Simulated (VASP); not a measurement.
The system is CdH2.

```
CELL_PARAMETERS angstrom
0.00000 2.52717 2.52717
2.52717 0.00000 2.52717
2.52717 2.52717 0.00000
ATOMIC_POSITIONS crystal
Cd 0.00000 0.00000 0.00000
H 0.25000 0.25000 0.25000
H 0.75000 0.75000 0.75000
```

Base run:

```yaml
Program: VASP 6.6.1
Functional: PBE
Potentials_or_basis: VASP PAW PBE potentials, release 64 (Cd, H)
Cutoff: 520 eV
k_mesh: 6 × 6 × 6
Occupations: fermi-dirac, width 0.02 eV
Spin: no spin polarisation
```

Its results: band gap on the k mesh zero (bands 7 and 8 overlap by 0.87 eV); pressure 1.9 GPa.

Task: The run is repeated on the same cell with these changes: functional from PBE to HSE06; k mesh from 6 × 6 × 6 to 4 × 4 × 4. What comes out?

Result: Band gap on the k mesh zero (bands 7 and 8 overlap by 0.52 eV); pressure 1.0 GPa.

Several settings changed at once.

Caveats: some runs use coarse meshes; the structure was generated, so it needn't be the stable form of CdH2; the PAW data sets were made with another functional, which shifts forces and pressure a little (at least some runs).
